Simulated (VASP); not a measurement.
# ZrB2 (P6/mmm) in VASP: further runs

Runs on ZrB2. Level: r2SCAN. Tasks: single point.

All numbers are computed with VASP 6.6.1; they aren't measurements. Logs are shortened: lines on timing, memory, paths and dates and some standing lists are left out, and cuts for length are marked.

**1. The cell of the first run**

Symmetry: P6/mmm, No. 191, hexagonal system. The conventional cell has a = 3.167 Å, b = 3.167 Å, c = 3.551 Å, α = 90.00°, β = 90.00°, γ = 120.00°. Zr (site symmetry 6/mmm) has 12 B at 2.55 Å and 6 Zr at 3.17 Å within 3.4 Å. Within 2.4 Å of B (site symmetry -6m2) lie 3 B at 1.83 Å.

**2. Single point, r2SCAN**

POSCAR

```
ZrB2
1.0
    3.1674277261      0.0000000000      0.0000000000
   -1.5837138631      2.7430728755      0.0000000000
    0.0000000000      0.0000000000      3.5512185814
Zr B
1 2
Direct
    0.0000000000      0.0000000000      0.0000000000
    0.3333333333      0.6666666667      0.5000000000
    0.6666666667      0.3333333333      0.5000000000
```

INCAR.step1

```
PREC = Accurate
ENCUT = 520
ISMEAR = 0
SIGMA = 0.1
LREAL = False
LASPH = True
NELM = 80
NBANDS = 16
GGA = PE
ALGO = Normal
EDIFF = 1E-4
LWAVE = True
LCHARG = False
```

INCAR.step2

```
PREC = Accurate
ENCUT = 520
EDIFF = 1E-6
ISMEAR = 0
SIGMA = 0.1
LREAL = False
LASPH = True
NELM = 80
ALGO = Normal
ISIF = 2
LWAVE = False
LCHARG = True
METAGGA = R2SCAN
LMIXTAU = True
LELF = True
LVHAR = True
NBANDS = 16
ISTART = 1
```

KPOINTS

```
regular mesh
0
Gamma
  18 18 12
```

Potentials or basis: VASP PAW PBE potentials, release 64 (Zr_sv, B).

Started as:

```console
cat potpaw_PBE.64/Zr_sv/POTCAR potpaw_PBE.64/B/POTCAR > POTCAR
cp INCAR.step1 INCAR
mpirun -np 1 vasp_std > vasp.out
cp INCAR.step2 INCAR
mpirun -np 1 vasp_std > vasp.out
```

OUTCAR:

```text
PREC = Accurate
   ENCUT = 520
   EDIFF = 1E-6
   ISMEAR = 0
   LREAL = False
   LASPH = True
   NELM = 80
   ISIF = 2
   METAGGA = R2SCAN
   ISTART = 1

 ion  position               nearest neighbor table
   1  0.000  0.000  0.000-   2 2.55   3 2.55   2 2.55   3 2.55   3 2.55   3 2.55   2 2.55   2 2.55
                             3 2.55   3 2.55   2 2.55   2 2.55
   2  0.333  0.667  0.500-   3 1.83   3 1.83   3 1.83   1 2.55   1 2.55   1 2.55   1 2.55   1 2.55
                             1 2.55
   3  0.667  0.333  0.500-   2 1.83   2 1.83   2 1.83   1 2.55   1 2.55   1 2.55   1 2.55   1 2.55
                             1 2.55

  LATTYP: Found a hexagonal cell.
 ALAT       =     3.1674277261
 C/A-ratio  =     1.1211679913

  Lattice vectors:

 A1 = (   3.1674277261,   0.0000000000,   0.0000000000)
 A2 = (  -1.5837138631,   2.7430728755,   0.0000000000)
 A3 = (   0.0000000000,   0.0000000000,   3.5512185814)

Analysis of symmetry for initial positions (statically):
=====================================================================
 Subroutine PRICEL returns:
 Original cell was already a primitive cell.

 Routine SETGRP: Setting up the symmetry group for a
 hexagonal supercell.

 Subroutine GETGRP returns: Found 24 space group operations
 (whereof 24 operations were pure point group operations)
 out of a pool of 24 trial point group operations.

The static configuration has the point symmetry D_6h.

Analysis of symmetry for dynamics (positions and initial velocities):
=====================================================================
 Subroutine PRICEL returns:
 Original cell was already a primitive cell.

 Routine SETGRP: Setting up the symmetry group for a
 hexagonal supercell.

 Subroutine GETGRP returns: Found 24 space group operations
 (whereof 24 operations were pure point group operations)
 out of a pool of 24 trial point group operations.

The dynamic configuration has the point symmetry D_6h.

 Subroutine INISYM returns: Found 24 space group operations
 (whereof 24 operations are pure point group operations),
 and found     1 'primitive' translations

----------------------------------------------------------------------------------------

                                     Primitive cell

  volume of cell :      30.8547

  direct lattice vectors                    reciprocal lattice vectors
     3.167427726  0.000000000  0.000000000     0.315713597  0.182277330  0.000000000
    -1.583713863  2.743072875  0.000000000     0.000000000  0.364554660  0.000000000
     0.000000000  0.000000000  3.551218581     0.000000000  0.000000000  0.281593480

  length of vectors
     3.167427726  3.167427726  3.551218581     0.364554660  0.364554660  0.281593480

  position of ions in fractional coordinates (direct lattice)
     0.000000000  0.000000000  0.000000000
     0.333333333  0.666666667  0.500000000
     0.666666667  0.333333333  0.500000000

  ion indices of the primitive-cell ions
   primitive index   ion index
                 1           1
                 2           2
                 3           3

----------------------------------------------------------------------------------------

 KPOINTS: regular mesh

Automatic generation of k-mesh.
 Grid dimensions read from file:
 generate k-points for:   18   18   12

 Generating k-lattice:

  Cartesian coordinates                     Fractional coordinates (reciprocal lattice)
     0.017539644  0.010126518  0.000000000     0.055555556 -0.000000000  0.000000000
     0.000000000  0.020253037  0.000000000     0.000000000  0.055555556  0.000000000
     0.000000000  0.000000000  0.023466123     0.000000000  0.000000000  0.083333333

  Length of vectors
     0.020253037  0.020253037  0.023466123

  Shift w.r.t. Gamma in fractional coordinates (k-lattice)
     0.000000000  0.000000000  0.000000000

 Subroutine IBZKPT returns following result:
 ===========================================

 Found    259 irreducible k-points:

 Following reciprocal coordinates:
            Coordinates               Weight
  0.000000  0.000000  0.000000      1.000000
  0.055556 -0.000000  0.000000      6.000000
  0.111111 -0.000000  0.000000      6.000000
  0.166667  0.000000  0.000000      6.000000
  0.222222  0.000000  0.000000      6.000000
  0.277778 -0.000000  0.000000      6.000000
[... 16 lines left out ...]
  0.333333  0.111111  0.000000     12.000000
  0.388889  0.111111  0.000000     12.000000
 [... further k-points ...]
   k-points           NKPTS =    259   k-points in BZ     NKDIM =    259   number of bands    NBANDS=     16
   number of dos      NEDOS =    301   number of ions     NIONS =      3
   total plane-waves  NPLWV =  16128
   dimension x,y,z NGX =    24 NGY =   24 NGZ =   28
   dimension x,y,z NGXF=    48 NGYF=   48 NGZF=   56
   ions per type =               1   2
   NGX,Y,Z   is equivalent  to a cutoff of  12.60, 12.60, 13.11 a.u.
   NGXF,Y,Z  is equivalent  to a cutoff of  25.19, 25.19, 26.22 a.u.
 SYSTEM =  unknown system
   PREC   = accura    normal or accurate (medium, high low for compatibility)
   ISTART =      1    job   : 0-new  1-cont  2-samecut
   ICHARG =      0    charge: 1-file 2-atom 10-const
   ISPIN  =      1    spin polarized calculation?
   LNONCOLLINEAR =      F non collinear calculations
   LSORBIT =      F    spin-orbit coupling
   LASPH  =      T    aspherical Exc in radial PAW
   ENCUT  =  520.0 eV  38.22 Ry    6.18 a.u.   5.89  5.89  6.60*2*pi/ulx,y,z
   NELM   =     80;   NELMIN=  2; NELMDL=  0     # of ELM steps
   EDIFF  = 0.1E-05   stopping-criterion for ELM
   LREAL  =      F    real-space projection
   EDIFFG = 0.1E-04   stopping-criterion for IOM
   NSW    =      0    number of steps for IOM
   IBRION =     -1    ionic relax: 0-MD 1-quasi-New 2-CG
   NFREE  =      0    steps in history (QN), initial steepest desc. (CG)
   ISIF   =      2    stress and relaxation
   ISYM   =      2    0-nonsym 1-usesym 2-fastsym
   POTIM  = 0.5000    time-step for ionic-motion
   TEBEG  =    0.0;   TEEND  =   0.0 temperature during run
   PSTRESS=    0.0 pullay stress
   NELECT =      18.0000    total number of electrons
   NUPDOWN=      -1.0000    fix difference up-down
   EMIN   =  10.00;   EMAX   =-10.00  energy-range for DOS
   EFERMI =   0.00;   METHOD = LEGACY
   ISMEAR =     0;   SIGMA  =   0.10  broadening in eV -4-tet -1-fermi 0-gaus
   EFERMI_NEDOS =   21; number of points for ismear=-14 and -15
   IALGO  =     38    algorithm
   IMIX   =      4    mixing-type and parameters
     AMIX     =   0.40;   BMIX     =  1.00
     AMIX_MAG =   1.60;   BMIX_MAG =  1.00
  volume/ion in A,a.u.               =      10.28        69.41
  Fermi-wavevector in a.u.,A,eV,Ry     =   1.367913  2.584981 25.459035  1.871186
  Thomas-Fermi vector in A             =   2.493924
   LORBIT       =      0    0 simple, 1 ext, 2 COOP (PROOUT), +10 PAW based schemes
   METAGGA = R2SCAN    functional components
   LHFCALC =     F    Hartree Fock is set to
   AEXX    =    0.0000 exact exchange contribution
   IVDW    =     0    specifies the selected vdW correction
   LEPSILON=     F    determine dielectric tensor
   LRPA    =     F    only Hartree local field effects (RPA)
 non-spin polarized calculation
 Gauss-broadening in eV      SIGMA  =   0.10
  energy-cutoff  :      520.00
  volume of cell :       30.85
 maximum number of plane-waves:       852
 NGX is ok and might be reduce to    24
   NGX = 11   NGY = 11   NGZ = 13

 number of electron      18.0000000 magnetization

 Free energy of the ion-electron system (eV)
  ---------------------------------------------------
  ext. energy  EPLUGINS =         0.00000000
  ---------------------------------------------------
  free energy    TOTEN  =       -40.63805863 eV

  energy without entropy =      -40.63689941  energy(sigma->0) =      -40.63747902

 E-fermi :  10.6704     XC(G=0): -13.3551

 val. band max:       10.6045564398   @ k =   0.1111  -0.0000   0.4167
 cond. band min:      10.6777919342   @ k =   0.0000   0.0000   0.2500
 fundamental gap:      0.0732354944
 Fermi energy:        10.6703645416

 k-point     1 :       0.0000    0.0000    0.0000
  band No.  band energies     occupation
      1     -39.8209      2.00000
      2     -17.3177      2.00000
      3     -16.7361      2.00000
      4     -16.7361      2.00000
      5      -3.0253      2.00000
      6       7.8684      2.00000
[... 8 lines left out ...]
     15      15.9766      0.00000
     16      15.9766      0.00000

 k-point     2 :       0.0556   -0.0000    0.0000
  band No.  band energies     occupation
      1     -39.8171      2.00000
      2     -17.3121      2.00000
      3     -16.7684      2.00000
      4     -16.7430      2.00000
      5      -2.9594      2.00000
      6       7.6572      2.00000
[... 8 lines left out ...]
     15      16.3210      0.00000
     16      16.4894      0.00000

 k-point     3 :       0.1111   -0.0000    0.0000
  band No.  band energies     occupation
      1     -39.8064      2.00000
      2     -17.2962      2.00000
      3     -16.8602      2.00000
      4     -16.7626      2.00000
      5      -2.7654      2.00000
      6       7.1015      2.00000
[... 8 lines left out ...]
     15      16.7924      0.00000
     16      17.4509      0.00000

 k-point     4 :       0.1667    0.0000    0.0000
  band No.  band energies     occupation
      1     -39.7898      2.00000
      2     -17.2716      2.00000
      3     -16.9982      2.00000
      4     -16.7926      2.00000
      5      -2.4525      2.00000
      6       6.3466      2.00000
[... 8 lines left out ...]
     15      17.7884      0.00000
     16      17.8344      0.00000

 k-point     5 :       0.2222    0.0000    0.0000
  band No.  band energies     occupation
      1     -39.7694      2.00000
      2     -17.2412      2.00000
      3     -17.1633      2.00000
      4     -16.8291      2.00000
      5      -2.0337      2.00000
      6       5.5012      2.00000
[... 8 lines left out ...]
     15      17.8725      0.00000
     16      19.1469      0.00000

 k-point     6 :       0.2778   -0.0000    0.0000
  band No.  band energies     occupation
      1     -39.7476      2.00000
      2     -17.3343      2.00000
      3     -17.2088      2.00000
      4     -16.8676      2.00000
      5      -1.5227      2.00000
      6       4.6244      2.00000
[... 8 lines left out ...]
     15      18.4475      0.00000
     16      20.5404      0.00000
[... 267 lines left out ...]
 k-point    21 :       0.2222    0.1111    0.0000
  band No.  band energies     occupation
      1     -39.7409      2.00000
      2     -17.3509      2.00000
      3     -17.1988      2.00000
      4     -16.9175      2.00000
      5      -1.3516      2.00000
      6       4.6081      2.00000
[... 8 lines left out ...]
     15      18.0260      0.00000
     16      19.9172      0.00000

 k-point    22 :       0.2778    0.1111    0.0000
  band No.  band energies     occupation
      1     -39.7215      2.00000
      2     -17.4857      2.00000
      3     -17.1699      2.00000
      4     -16.9644      2.00000
      5      -0.7654      2.00000
      6       3.8046      2.00000
[... 8 lines left out ...]
     15      18.8780      0.00000
     16      20.6553      0.00000

 k-point    23 :       0.3333    0.1111    0.0000
  band No.  band energies     occupation
      1     -39.7056      2.00000
      2     -17.5935      2.00000
      3     -17.1462      2.00000
      4     -17.0024      2.00000
      5      -0.1102      2.00000
      6       2.9849      2.00000
[... 8 lines left out ...]
     15      19.7851      0.00000
     16      20.3481      0.00000

 k-point    24 :       0.3889    0.1111    0.0000
  band No.  band energies     occupation
      1     -39.6952      2.00000
      2     -17.6630      2.00000
      3     -17.1307      2.00000
      4     -17.0271      2.00000
      5       0.6016      2.00000
      6       2.1704      2.00000
[... 8 lines left out ...]
     15      19.7061      0.00000
     16      20.5252      0.00000

 [... further k-points ...]
[... 5 lines left out ...]
  --------------------------------------------------------------------------------------
  -------------------------------------------------------------------------------------
  Total        0.0134921      0.0134921      0.0185584     -0.0000000     -0.0000000     -0.0000000
  in kB        0.7005963      0.7005963      0.9636714     -0.0000000     -0.0000000     -0.0000000
  external PRESSURE =       0.7882880 kB  Pullay stress =       0.0000000 kB

 VOLUME and BASIS-vectors are now :
 -----------------------------------------------------------------------------
  energy-cutoff  :      520.00
  volume of cell :       30.85
      direct lattice vectors                 reciprocal lattice vectors
     3.167427726  0.000000000  0.000000000     0.315713597  0.182277330  0.000000000
    -1.583713863  2.743072875  0.000000000     0.000000000  0.364554660  0.000000000
     0.000000000  0.000000000  3.551218581     0.000000000  0.000000000  0.281593480

 POSITION                                       TOTAL-FORCE (eV/Angst)
 -----------------------------------------------------------------------------------
      0.00000      0.00000      0.00000         0.000000      0.000000      0.000000
     -0.00000      1.82872      1.77561        -0.000000      0.000000      0.000000
      1.58371      0.91436      1.77561         0.000000      0.000000      0.000000
 -----------------------------------------------------------------------------------
    total drift:                               -0.000000      0.000000      0.000000

  FREE ENERGIE OF THE ION-ELECTRON SYSTEM (eV)
  ---------------------------------------------------
  free  energy   TOTEN  =       -40.6380586259 eV

  energy  without entropy=      -40.6368994131  energy(sigma->0) =      -40.63747902
```

It took 4.9 min on 1 thread of Intel Xeon 6975P-C (Granite Rapids), shared host; peak memory 0.25 GiB.

Results:

- Free energy: -40.6381 eV
- Pressure: 0.1 GPa
- Band gap on the k mesh: zero (bands 9 and 10 overlap by 1.45 eV)

Levels at points of the mesh, in eV from the Fermi level:
```csv
k point,band 6,band 7,band 8,band 9,band 10,band 11,band 12,band 13
"(0.00, 0.00, 0.00)",-2.80,-2.80,-2.75,-2.73,3.54,3.54,4.30,4.30
"(0.50, 0.00, 0.00)",-9.30,-4.23,-3.35,-2.84,2.20,2.37,5.10,5.16
"(0.00, 0.00, 0.50)",-7.48,-1.09,-1.09,0.35,0.35,0.79,0.79,1.82
"(0.50, 0.00, 0.50)",-7.63,-4.92,-4.44,-2.34,3.83,4.15,5.46,6.33
```

Caveat: the PAW data sets were made with another functional, which shifts forces and pressure a little.

**3. Single point, r2SCAN (10.59 Å³/atom)**

This run uses another cell than the first one, of 10.59 Å³/atom.

POSCAR

```
ZrB2
1.0
    3.1964804555      0.0000000000      0.0000000000
   -1.5982402278      2.7682332772      0.0000000000
    0.0000000000      0.0000000000      3.5915668177
Zr B
1 2
Direct
    0.0000000000      0.0000000000      0.0000000000
    0.3333333333      0.6666666667      0.5000000000
    0.6666666667      0.3333333333      0.5000000000
```

INCAR.step1

```
  PREC = Accurate
  ENCUT = 520
  ISMEAR = 0
  SIGMA = 0.1
  LREAL = F
  LASPH = T
  NELM = 80
  NBANDS = 16
  GGA = PE
  ALGO = Normal
  EDIFF = 1E-4
  LWAVE = T
  LCHARG = F
```

INCAR.step2

```
  PREC = Accurate
  ENCUT = 520
  EDIFF = 1E-6
  ISMEAR = 0
  SIGMA = 0.1
  LREAL = F
  LASPH = T
  NELM = 80
  ALGO = Normal
  ISIF = 2
  LWAVE = F
  LCHARG = T
  METAGGA = R2SCAN
  LMIXTAU = T
  LELF = T
  LVHAR = T
  NBANDS = 16
  ISTART = 1
```

KPOINTS

```
Automatic mesh
0
Gamma
  18 18 12
```

Potentials or basis: VASP PAW PBE potentials, release 64 (Zr_sv, B).

Started as:

```console
cat potpaw_PBE.64/Zr_sv/POTCAR potpaw_PBE.64/B/POTCAR > POTCAR
cp INCAR.step1 INCAR
mpirun -np 1 vasp_std > vasp.out
cp INCAR.step2 INCAR
mpirun -np 1 vasp_std > vasp.out
```

Wall time 5.3 min (1 thread of Intel Xeon 6975P-C (Granite Rapids), shared host); peak memory 0.25 GiB.

The run converged. Its results:

| Quantity | Value |
| --- | --- |
| Free energy | -40.6189 eV |
| Pressure | -6.7 GPa |
| Band gap on the k mesh | zero (bands 9 and 10 overlap by 1.43 eV) |

Levels at points of the mesh, in eV from the Fermi level:
```csv
k point,band 7,band 8,band 9,band 10,band 11,band 12
"(0.00, 0.00, 0.00)",-2.73,-2.73,-2.69,3.40,3.40,4.13
"(0.50, 0.00, 0.00)",-4.13,-3.31,-2.75,2.14,2.28,4.92
"(0.00, 0.00, 0.50)",-1.07,-1.07,0.36,0.36,0.76,0.76
"(0.50, 0.00, 0.50)",-4.80,-4.34,-2.40,3.65,4.01,5.26
```

Caveat: the cell stands under tension; the PAW data sets were made with another functional, which shifts forces and pressure a little.

**4. Single point, r2SCAN (10.90 Å³/atom)**

This run uses another cell than the first one, of 10.90 Å³/atom.

POSCAR

```
ZrB2
1.0
    3.2247559878      0.0000000000      0.0000000000
   -1.6123779939      2.7927206065      0.0000000000
    0.0000000000      0.0000000000      3.6316415983
Zr B
1 2
Direct
    0.0000000000      0.0000000000      0.0000000000
    0.3333333333      0.6666666667      0.5000000000
    0.6666666667      0.3333333333      0.5000000000
```

INCAR.step1

```
SYSTEM = ZrB2
ALGO = Normal
EDIFF = 1E-4
ENCUT = 520
GGA = PE
ISMEAR = 0
LASPH = .True.
LCHARG = .False.
LREAL = .False.
LWAVE = .True.
NBANDS = 16
NELM = 100
PREC = Accurate
SIGMA = 0.1
```

INCAR.step2

```
SYSTEM = ZrB2
ALGO = Normal
EDIFF = 1E-7
ENCUT = 520
ISIF = 2
ISMEAR = 0
ISTART = 1
LASPH = .True.
LCHARG = .False.
LMIXTAU = .True.
LREAL = .False.
LWAVE = .False.
METAGGA = R2SCAN
NBANDS = 16
NELM = 100
PREC = Accurate
SIGMA = 0.1
```

KPOINTS

```
k-points
0
Gamma
  18 18 12
  0 0 0
```

Started as:

```console
cat potpaw_PBE.64/Zr_sv/POTCAR potpaw_PBE.64/B/POTCAR > POTCAR
cp INCAR.step1 INCAR
mpirun -np 1 vasp_std > vasp.out
cp INCAR.step2 INCAR
mpirun -np 1 vasp_std > vasp.out
```

Wall time 5.6 min (1 thread of Intel Xeon 6975P-C (Granite Rapids), shared host); peak memory 0.25 GiB.

It converged, with:

| Item | Value |
| --- | --- |
| Free energy | -40.5633 eV |
| Pressure | -12.5 GPa |
| Band gap on the k mesh | zero (bands 9 and 10 overlap by 1.37 eV) |

Levels at points of the mesh, in eV from the Fermi level:
```csv
k point,band 7,band 8,band 9,band 10,band 11,band 12
"(0.00, 0.00, 0.00)",-2.65,-2.65,-2.64,3.27,3.27,3.97
"(0.50, 0.00, 0.00)",-4.04,-3.27,-2.67,2.08,2.20,4.74
"(0.00, 0.00, 0.50)",-1.05,-1.05,0.37,0.37,0.74,0.74
"(0.50, 0.00, 0.50)",-4.69,-4.24,-2.45,3.48,3.88,5.06
```

Caveat: the cell stands under tension; the PAW data sets were made with another functional, which shifts forces and pressure a little.

**5. Overview**

| cell | gap on the mesh (eV) | pressure (GPa) |
| --- | --- | --- |
| a = 3.167, b = 3.167, c = 3.551 Å, angles 90.0, 90.0, 120.0°, 3 atoms | none | 0.1 |
| a = 3.196, b = 3.196, c = 3.592 Å, angles 90.0, 90.0, 120.0°, 3 atoms | none | -6.7 |
| a = 3.225, b = 3.225, c = 3.632 Å, angles 90.0, 90.0, 120.0°, 3 atoms | none | -12.5 |

Alike in all rows: task single point; level r2SCAN; potentials or basis VASP PAW PBE potentials, release 64 (Zr_sv, B); no spin polarisation; k mesh 18 × 18 × 12; cutoff (eV) 520; smearing gaussian 0.1 eV.

Caveats: the PAW data sets were made with another functional, which shifts forces and pressure a little; the cell stands under tension (at least some runs).

Absolute energies hang on the potentials; compare differences alone.

The gap in the log of VASP goes by the Fermi energy; the results here count the filled bands.